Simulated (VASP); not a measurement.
The system is WS2.

```xyz
3
Lattice="0.0000 2.9312 2.9312 2.9312 0.0000 2.9312 2.9312 2.9312 0.0000" Properties=species:S:1:pos:R:3 pbc="T T T"
W     0.0000    0.0000    0.0000
S     1.4656    1.4656    1.4656
S     4.3967    4.3967    4.3967
```

Program: VASP 6.6.1. Alike in all runs: task single point; potentials or basis VASP PAW PBE potentials, release 64 (W_sv, S); cell as given; cutoff (eV) 520; smearing fermi-dirac 0.02 eV.

Q: Order these runs on this cell by their pressure, lowest first.
A. level r2SCAN; spin collinear; k mesh 6 × 6 × 6
B. level HSE06; spin off; k mesh 4 × 4 × 4; grid for exact exchange (PRECFOCK) Normal; share of exact exchange 0.25; screening parameter 0.2079 1/Å
C. level r2SCAN; spin off; k mesh 6 × 6 × 6

A: B (-4.4 GPa), C (-0.3 GPa), A (6.0 GPa).

Caveats: some runs use coarse meshes; the structure was generated, so it needn't be the stable form of WS2; the PAW data sets were made with another functional, which shifts forces and pressure a little; the cell stands under pressure (at least some runs).
